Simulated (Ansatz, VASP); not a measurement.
## One calculation of MgO, two programs

```
CELL_PARAMETERS angstrom
0.00000 2.12721 2.12721
2.12721 0.00000 2.12721
2.12721 2.12721 0.00000
ATOMIC_POSITIONS crystal
Mg 0.00000 0.00000 0.00000
O 0.50000 0.50000 0.50000
```

Alike in both runs: task single point; functional PBE; k mesh 8 × 8 × 8; no spin polarisation.

|  | VASP | Ansatz |
| --- | --- | --- |
| version | VASP 6.6.1 | Ansatz 0.2.0 |
| potentials or method | VASP PAW PBE potentials, release 64 (Mg, O), cutoff 600 eV | scalar-relativistic, plane waves, PAW |
| occupations | gaussian, width 0.01 eV | fixed |
| valence electrons in the cell | 8 | 16 |

|  | VASP | Ansatz | Ansatz less VASP |
| --- | --- | --- | --- |
| gap on the k mesh at the Fermi level (eV) | 4.44 | 4.46 | +0.019 |
| least direct gap on the mesh (eV) | 4.44 | 4.46 | +0.019 |

VASP's potentials hold 8 valence electrons a cell and Ansatz's 16, so a difference there can come from the potentials and not from the codes.
